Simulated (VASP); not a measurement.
# Si (Fd-3m) in VASP: single point with PBE

Aim: the single point of Si with PBE.

Everything below comes from runs of VASP 6.6.1. Logs are shortened: lines on timing, memory, paths and dates and some standing lists are left out, and cuts for length are marked.

## (1) The cell of the first run

It takes space group Fd-3m (No. 227, cubic). Conventional cell: a = 5.470 Å, b = 5.470 Å, c = 5.470 Å, α = 90.00°, β = 90.00°, γ = 90.00°. Within 3.1 Å of Si (site symmetry -43m) lie 4 Si at 2.37 Å.

## (2) Single point, PBE

Contents of INCAR:

```
ALGO = Normal
EDIFF = 1E-6
ENCUT = 500
GGA = PE
GGA_COMPAT = F
ISIF = 2
ISMEAR = 0
LASPH = T
LCHARG = T
LELF = T
LREAL = F
LVHAR = T
LWAVE = F
NBANDS = 11
NELM = 120
PREC = Accurate
SIGMA = 0.02
```

Contents of KPOINTS:

```
k-points
0
Gamma
  8 8 8
```

Contents of POSCAR:

```
Si
1.0
    0.0000000000      2.7350468556      2.7350468556
    2.7350468556      0.0000000000      2.7350468556
    2.7350468556      2.7350468556      0.0000000000
Si
2
Direct
    0.7500000000      0.7500000000      0.7500000000
    0.5000000000      0.5000000000      0.5000000000
```

Potentials or basis: VASP PAW PBE potentials, release 64 (Si).

The run is started by

```sh
$ cat potpaw_PBE.64/Si/POTCAR > POTCAR
$ mpirun -np 1 vasp_std > vasp.out
```

OUTCAR:

```text
EDIFF = 1E-6
   ENCUT = 500
   GGA = PE
   ISIF = 2
   ISMEAR = 0
   LASPH = T
   LREAL = F
   NELM = 120
   PREC = Accurate

 ion  position               nearest neighbor table
   1  0.750  0.750  0.750-   2 2.37   2 2.37   2 2.37   2 2.37
   2  0.500  0.500  0.500-   1 2.37   1 2.37   1 2.37   1 2.37

  LATTYP: Found a face centered cubic cell.
 ALAT       =     5.4700937112

  Lattice vectors:

 A1 = (   0.0000000000,   2.7350468556,   2.7350468556)
 A2 = (   2.7350468556,   0.0000000000,   2.7350468556)
 A3 = (   2.7350468556,   2.7350468556,   0.0000000000)

Analysis of symmetry for initial positions (statically):
=====================================================================
 Subroutine PRICEL returns:
 Original cell was already a primitive cell.

 Routine SETGRP: Setting up the symmetry group for a
 face centered cubic supercell.

 Subroutine GETGRP returns: Found 48 space group operations
 (whereof 24 operations were pure point group operations)
 out of a pool of 48 trial point group operations.

The static configuration has the point symmetry T_d .
 The point group associated with its full space group is O_h .

Analysis of symmetry for dynamics (positions and initial velocities):
=====================================================================
 Subroutine PRICEL returns:
 Original cell was already a primitive cell.

 Routine SETGRP: Setting up the symmetry group for a
 face centered cubic supercell.

 Subroutine GETGRP returns: Found 48 space group operations
 (whereof 24 operations were pure point group operations)
 out of a pool of 48 trial point group operations.

The dynamic configuration has the point symmetry T_d .
 The point group associated with its full space group is O_h .

 Subroutine INISYM returns: Found 48 space group operations
 (whereof 24 operations are pure point group operations),
 and found     1 'primitive' translations

----------------------------------------------------------------------------------------

                                     Primitive cell

  volume of cell :      40.9189

  direct lattice vectors                    reciprocal lattice vectors
     0.000000000  2.735046856  2.735046856    -0.182812225  0.182812225  0.182812225
     2.735046856  0.000000000  2.735046856     0.182812225 -0.182812225  0.182812225
     2.735046856  2.735046856  0.000000000     0.182812225  0.182812225 -0.182812225

  length of vectors
     3.867940357  3.867940357  3.867940357     0.316640061  0.316640061  0.316640061

  position of ions in fractional coordinates (direct lattice)
     0.750000000  0.750000000  0.750000000
     0.500000000  0.500000000  0.500000000

  ion indices of the primitive-cell ions
   primitive index   ion index
                 1           1
                 2           2

----------------------------------------------------------------------------------------

 KPOINTS: k-points

Automatic generation of k-mesh.
 Grid dimensions read from file:
 generate k-points for:    8    8    8

 Generating k-lattice:

  Cartesian coordinates                     Fractional coordinates (reciprocal lattice)
    -0.022851528  0.022851528  0.022851528     0.125000000  0.000000000  0.000000000
     0.022851528 -0.022851528  0.022851528     0.000000000  0.125000000  0.000000000
     0.022851528  0.022851528 -0.022851528     0.000000000  0.000000000  0.125000000

  Length of vectors
     0.039580008  0.039580008  0.039580008

  Shift w.r.t. Gamma in fractional coordinates (k-lattice)
     0.000000000  0.000000000  0.000000000

 Subroutine IBZKPT returns following result:
 ===========================================

 Found     29 irreducible k-points:

 Following reciprocal coordinates:
            Coordinates               Weight
  0.000000  0.000000  0.000000      1.000000
  0.125000  0.000000  0.000000      8.000000
  0.250000  0.000000  0.000000      8.000000
  0.375000  0.000000  0.000000      8.000000
  0.500000  0.000000  0.000000      4.000000
  0.125000  0.125000  0.000000      6.000000
[... 16 lines left out ...]
  0.500000  0.250000  0.125000     48.000000
 -0.375000  0.250000  0.125000     24.000000
 [... further k-points ...]
   k-points           NKPTS =     29   k-points in BZ     NKDIM =     29   number of bands    NBANDS=     11
   number of dos      NEDOS =    301   number of ions     NIONS =      2
   total plane-waves  NPLWV =  21952
   dimension x,y,z NGX =    28 NGY =   28 NGZ =   28
   dimension x,y,z NGXF=    56 NGYF=   56 NGZF=   56
   ions per type =               2
   NGX,Y,Z   is equivalent  to a cutoff of  12.03, 12.03, 12.03 a.u.
   NGXF,Y,Z  is equivalent  to a cutoff of  24.07, 24.07, 24.07 a.u.
 SYSTEM =  unknown system
   PREC   = accura    normal or accurate (medium, high low for compatibility)
   ISTART =      0    job   : 0-new  1-cont  2-samecut
   ICHARG =      2    charge: 1-file 2-atom 10-const
   ISPIN  =      1    spin polarized calculation?
   LNONCOLLINEAR =      F non collinear calculations
   LSORBIT =      F    spin-orbit coupling
   LASPH  =      T    aspherical Exc in radial PAW
   ENCUT  =  500.0 eV  36.75 Ry    6.06 a.u.   7.05  7.05  7.05*2*pi/ulx,y,z
   NELM   =    120;   NELMIN=  2; NELMDL= -5     # of ELM steps
   EDIFF  = 0.1E-05   stopping-criterion for ELM
   LREAL  =      F    real-space projection
   EDIFFG = 0.1E-04   stopping-criterion for IOM
   NSW    =      0    number of steps for IOM
   IBRION =     -1    ionic relax: 0-MD 1-quasi-New 2-CG
   NFREE  =      0    steps in history (QN), initial steepest desc. (CG)
   ISIF   =      2    stress and relaxation
   ISYM   =      2    0-nonsym 1-usesym 2-fastsym
   POTIM  = 0.5000    time-step for ionic-motion
   TEBEG  =    0.0;   TEEND  =   0.0 temperature during run
   PSTRESS=    0.0 pullay stress
   NELECT =       8.0000    total number of electrons
   NUPDOWN=      -1.0000    fix difference up-down
   EMIN   =  10.00;   EMAX   =-10.00  energy-range for DOS
   EFERMI =   0.00;   METHOD = LEGACY
   ISMEAR =     0;   SIGMA  =   0.02  broadening in eV -4-tet -1-fermi 0-gaus
   EFERMI_NEDOS =   21; number of points for ismear=-14 and -15
   IALGO  =     38    algorithm
   IMIX   =      4    mixing-type and parameters
     AMIX     =   0.40;   BMIX     =  1.00
     AMIX_MAG =   1.60;   BMIX_MAG =  1.00
  volume/ion in A,a.u.               =      20.46       138.07
  Fermi-wavevector in a.u.,A,eV,Ry     =   0.950160  1.795542 12.283393  0.902804
  Thomas-Fermi vector in A             =   2.078511
   LORBIT       =      0    0 simple, 1 ext, 2 COOP (PROOUT), +10 PAW based schemes
   GGA     = PE    functional components
   LHFCALC =     F    Hartree Fock is set to
   AEXX    =    0.0000 exact exchange contribution
   IVDW    =     0    specifies the selected vdW correction
   LEPSILON=     F    determine dielectric tensor
   LRPA    =     F    only Hartree local field effects (RPA)
 non-spin polarized calculation
 Gauss-broadening in eV      SIGMA  =   0.02
  energy-cutoff  :      500.00
  volume of cell :       40.92
 maximum number of plane-waves:      1056
   NGX = 15   NGY = 15   NGZ = 15

 number of electron       8.0000000 magnetization

 Free energy of the ion-electron system (eV)
  ---------------------------------------------------
  ext. energy  EPLUGINS =         0.00000000
  ---------------------------------------------------
  free energy    TOTEN  =       -10.84606292 eV

  energy without entropy =      -10.84606292  energy(sigma->0) =      -10.84606292

 E-fermi :   5.7097     XC(G=0):  -9.3237

 val. band max:        5.6098996438   @ k =   0.0000   0.0000   0.0000
 cond. band min:       6.2610694976   @ k =   0.3750   0.3750   0.0000
 fundamental gap:      0.6511698538
 Fermi energy:         5.7097079769

 k-point     1 :       0.0000    0.0000    0.0000
  band No.  band energies     occupation
      1      -6.2000      2.00000
      2       5.6099      2.00000
      3       5.6099      2.00000
      4       5.6099      2.00000
      5       8.1660      0.00000
      6       8.1660      0.00000
      7       8.1660      0.00000
      8       8.7353      0.00000
      9      13.3181      0.00000
     10      13.3181      0.00000
     11      13.4840      0.00000

 k-point     2 :       0.1250    0.0000    0.0000
  band No.  band energies     occupation
      1      -5.9996      2.00000
      2       4.0193      2.00000
      3       5.3277      2.00000
      4       5.3277      2.00000
      5       8.0505      0.00000
      6       8.5812      0.00000
      7       8.5812      0.00000
      8      10.1363      0.00000
      9      12.8455      0.00000
     10      12.8455      0.00000
     11      14.2594      0.00000

 k-point     3 :       0.2500    0.0000    0.0000
  band No.  band energies     occupation
      1      -5.4156      2.00000
      2       1.7249      2.00000
      3       4.8653      2.00000
      4       4.8653      2.00000
      5       7.5665      0.00000
      6       9.0991      0.00000
      7       9.0991      0.00000
      8      12.3549      0.00000
      9      12.7963      0.00000
     10      12.7963      0.00000
     11      14.5369      0.00000

 k-point     4 :       0.3750    0.0000    0.0000
  band No.  band energies     occupation
      1      -4.5417      2.00000
      2      -0.2583      2.00000
      3       4.5427      2.00000
      4       4.5427      2.00000
      5       7.2019      0.00000
      6       9.0626      0.00000
      7       9.0626      0.00000
      8      13.4453      0.00000
      9      14.1472      0.00000
     10      14.1472      0.00000
     11      15.1157      0.00000

 k-point     5 :       0.5000    0.0000    0.0000
  band No.  band energies     occupation
      1      -3.9230      2.00000
      2      -1.2555      2.00000
      3       4.4321      2.00000
      4       4.4321      2.00000
      5       7.0737      0.00000
      6       8.9592      0.00000
      7       8.9592      0.00000
      8      13.3104      0.00000
      9      16.1028      0.00000
     10      16.1028      0.00000
     11      16.7856      0.00000
[... 211 lines left out ...]
 k-point    21 :       0.5000    0.5000    0.0000
  band No.  band energies     occupation
      1      -2.1341      2.00000
      2      -2.1341      2.00000
      3       2.8176      2.00000
      4       2.8176      2.00000
      5       6.3624      0.00000
      6       6.3624      0.00000
      7      15.5399      0.00000
      8      15.5399      0.00000
      9      16.5145      0.00000
     10      16.5145      0.00000
     11      18.0496      0.00000

 k-point    22 :       0.3750    0.2500    0.1250
  band No.  band energies     occupation
      1      -4.8959      2.00000
      2       1.3423      2.00000
      3       2.9597      2.00000
      4       4.2106      2.00000
      5       8.0526      0.00000
      6       9.4342      0.00000
      7       9.8129      0.00000
      8      11.0486      0.00000
      9      13.3202      0.00000
     10      15.7104      0.00000
     11      16.5702      0.00000

 k-point    23 :       0.5000    0.2500    0.1250
  band No.  band energies     occupation
      1      -4.0271      2.00000
      2      -0.1762      2.00000
      3       2.3558      2.00000
      4       3.7236      2.00000
      5       8.4736      0.00000
      6       9.1387      0.00000
      7      10.5861      0.00000
      8      11.4862      0.00000
      9      14.5377      0.00000
     10      15.2331      0.00000
     11      17.5090      0.00000

 k-point    24 :      -0.3750    0.2500    0.1250
  band No.  band energies     occupation
      1      -3.3935      2.00000
      2      -1.0949      2.00000
      3       2.2244      2.00000
      4       3.5008      2.00000
      5       8.6320      0.00000
      6       8.7564      0.00000
      7      11.4545      0.00000
      8      12.6743      0.00000
      9      12.9140      0.00000
     10      16.1152      0.00000
     11      17.1583      0.00000

 [... further k-points ...]
[... 5 lines left out ...]
  --------------------------------------------------------------------------------------
  -------------------------------------------------------------------------------------
  Total       -0.0165889     -0.0165889     -0.0165889      0.0000000      0.0000000      0.0000000
  in kB       -0.6495357     -0.6495357     -0.6495357      0.0000000      0.0000000      0.0000000
  external PRESSURE =      -0.6495357 kB  Pullay stress =       0.0000000 kB

 VOLUME and BASIS-vectors are now :
 -----------------------------------------------------------------------------
  energy-cutoff  :      500.00
  volume of cell :       40.92
      direct lattice vectors                 reciprocal lattice vectors
     0.000000000  2.735046856  2.735046856    -0.182812225  0.182812225  0.182812225
     2.735046856  0.000000000  2.735046856     0.182812225 -0.182812225  0.182812225
     2.735046856  2.735046856  0.000000000     0.182812225  0.182812225 -0.182812225

 POSITION                                       TOTAL-FORCE (eV/Angst)
 -----------------------------------------------------------------------------------
      4.10257      4.10257      4.10257        -0.000000     -0.000000     -0.000000
      2.73505      2.73505      2.73505         0.000000      0.000000      0.000000
 -----------------------------------------------------------------------------------
    total drift:                                0.000000      0.000000     -0.000000

  FREE ENERGIE OF THE ION-ELECTRON SYSTEM (eV)
  ---------------------------------------------------
  free  energy   TOTEN  =       -10.8460629197 eV

  energy  without entropy=      -10.8460629197  energy(sigma->0) =      -10.84606292
```

It took 15 s on 1 thread of Intel Xeon 8259CL, shared host; peak memory 0.15 GiB.

Results:

- Free energy: -10.8461 eV
- Pressure: -0.1 GPa
- Band gap on the k mesh: 0.65 eV (least direct gap 2.56 eV)

Levels at points of the mesh, in eV from the valence-band top:
| k point | band 1 | band 2 | band 3 | band 4 | band 5 | band 6 | band 7 | band 8 | band 9 |
| --- | --- | --- | --- | --- | --- | --- | --- | --- | --- |
| (0.00, 0.00, 0.00) | -11.81 | 0.00 | 0.00 | 0.00 | 2.56 | 2.56 | 2.56 | 3.13 | 7.71 |
| (0.50, 0.00, 0.00) | -9.53 | -6.87 | -1.18 | -1.18 | 1.46 | 3.35 | 3.35 | 7.70 | 10.49 |
| (0.50, 0.50, 0.00) | -7.74 | -7.74 | -2.79 | -2.79 | 0.75 | 0.75 | 9.93 | 9.93 | 10.90 |

A k mesh can miss the band edges.
